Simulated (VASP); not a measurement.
Input of a VASP 6.6.1 run:

The input POSCAR:

```
Au
1.0
    0.0000000000      2.0621898467      2.0621898467
    2.0621898467      0.0000000000      2.0621898467
    2.0621898467      2.0621898467      0.0000000000
Au
1
Direct
    0.0000000000      0.0000000000      0.0000000000
```

Contents of INCAR.step1:

```
  PREC = Accurate
  ENCUT = 520
  ISMEAR = 0
  SIGMA = 0.1
  LREAL = F
  LASPH = T
  NELM = 60
  NBANDS = 12
  GGA = PE
  ALGO = Normal
  EDIFF = 1E-4
  LWAVE = T
  LCHARG = F
```

Contents of INCAR.step2:

```
  PREC = Accurate
  ENCUT = 520
  EDIFF = 1E-6
  ISMEAR = 0
  SIGMA = 0.1
  LREAL = F
  LASPH = T
  NELM = 60
  ALGO = Normal
  ISIF = 2
  LWAVE = F
  LCHARG = T
  METAGGA = R2SCAN
  LMIXTAU = T
  LELF = T
  LVHAR = T
  NBANDS = 12
  ISTART = 1
```

File KPOINTS:

```
Automatic mesh
0
Gamma
  18 18 18
```

Potentials or basis: VASP PAW PBE potentials, release 64 (Au).

Command:

```console
$ cat potpaw_PBE.64/Au/POTCAR > POTCAR
$ cp INCAR.step1 INCAR
$ mpirun -np 1 vasp_std > vasp.out
$ cp INCAR.step2 INCAR
$ mpirun -np 1 vasp_std > vasp.out
```

(1) Estimate the band gap on the k mesh.

(2) Predict the pressure.

Answers

(1) zero (an odd number of electrons rules out a gap without spin polarisation).

(2) 0.2 GPa.

Caveat: the PAW data sets were made with another functional, which shifts forces and pressure a little; spin-orbit coupling is left out, which moves the levels of the heavy elements.
